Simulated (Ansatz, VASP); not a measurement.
One calculation of Cu, two programs

POSCAR

```
Cu
1.0
    0.0000000000      1.7895902800      1.7895902800
    1.7895902800      0.0000000000      1.7895902800
    1.7895902800      1.7895902800      0.0000000000
Cu
1
Direct
    0.0000000000      0.0000000000      0.0000000000
```

File INCAR.step1:

```
PREC     = Accurate       # precision mode
ENCUT    = 520            # plane-wave cutoff, eV
ISMEAR   = 1              # smearing method
SIGMA    = 0.1            # smearing width, eV
LREAL    = False          # projectors in reciprocal space
LASPH    = True           # aspherical terms in the spheres
NELM     = 100            # most SCF steps
NBANDS   = 12             # bands
GGA      = PE             # functional
ALGO     = Normal         # electronic algorithm
EDIFF    = 1E-4           # SCF threshold, eV
LWAVE    = True           # write WAVECAR
LCHARG   = False          # write CHGCAR
```

Contents of INCAR.step2:

```
PREC     = Accurate       # precision mode
ENCUT    = 520            # plane-wave cutoff, eV
EDIFF    = 1E-6           # SCF threshold, eV
ISMEAR   = 1              # smearing method
SIGMA    = 0.1            # smearing width, eV
LREAL    = False          # projectors in reciprocal space
LASPH    = True           # aspherical terms in the spheres
NELM     = 100            # most SCF steps
ALGO     = Normal         # electronic algorithm
ISIF     = 2              # what is computed and relaxed
LWAVE    = False          # write WAVECAR
LCHARG   = True           # write CHGCAR
METAGGA  = R2SCAN         # meta-GGA
LMIXTAU  = True         
LELF     = True           # ELF
LVHAR    = True         
NBANDS   = 12             # bands
ISTART   = 1
```

Contents of KPOINTS:

```
regular mesh
0
Gamma
  39 39 39
```

Input for Ansatz:

```yaml
crystal:
  lattice:
    - [0.0, 1.78959028, 1.78959028]
    - [1.78959028, 0.0, 1.78959028]
    - [1.78959028, 1.78959028, 0.0]
  atoms:
    - { symbol: Cu, position: [0.0, 0.0, 0.0] }
kpoints:
  mp_grid: { grid: [39, 39, 39] }
scf:
  occupations: { method: cold, width: 0.1 }
hamiltonian:
  xc: r2scan
  pseudopotentials: { kind: paw, azcp: { folder: soft_1 } }
output:
  forces: true
  stress: true
  populations: false
```

Alike in both runs: task single point; functional r2SCAN; k mesh 39 × 39 × 39; no spin polarisation.

|  | VASP | Ansatz |
| --- | --- | --- |
| version | VASP 6.6.1 | Ansatz 0.2.0 |
| potentials or method | VASP PAW PBE potentials, release 64 (Cu) | plane-wave PAW, scalar-relativistic |
| plane-wave cutoff (eV) | 520 | 500 |
| occupations | methfessel-paxton of order 1, width 0.1 eV | cold, width 0.1 eV |
| valence electrons in the cell | 11 | 19 |

```tsv
	VASP	Ansatz	Ansatz less VASP
pressure (GPa)	0.1	0.0	-0.18
```

VASP's potentials were made for PBE, not for r2SCAN. VASP's potentials hold 11 valence electrons a cell and Ansatz's 19, so a difference there can come from the potentials and not from the codes.
